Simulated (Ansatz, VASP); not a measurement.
One calculation of LaRe, two programs

```xyz
2
Lattice="3.6549 0.0000 0.0000 0.0000 3.6549 0.0000 0.0000 0.0000 3.6549" Properties=species:S:1:pos:R:3 pbc="T T T"
La    0.0000    0.0000    0.0000
Re    1.8274    1.8274    1.8274
```

Alike in both runs: task single point; functional r2SCAN; k mesh 10 × 10 × 10; occupations gaussian, width 0.05 eV; no spin polarisation.

|  | VASP | Ansatz |
| --- | --- | --- |
| version | VASP 6.6.1 | Ansatz 0.2.0 |
| potentials or method | VASP PAW PBE potentials, release 64 (La, Re), cutoff 520 eV | scalar-relativistic, plane waves, PAW |
| valence electrons in the cell | 18 | 26 |

```csv
,VASP,Ansatz,Ansatz less VASP
gap on the k mesh at the Fermi level (eV),none,none,-
pressure (GPa),-5.7,-5.5,+0.18
```

VASP's potentials were made for PBE, not for r2SCAN. A gap of «none» marks a metal or a gap that the smearing closes. VASP's potentials hold 18 valence electrons a cell and Ansatz's 26, so a difference there can come from the potentials and not from the codes.

Neither program's run includes spin-orbit coupling.
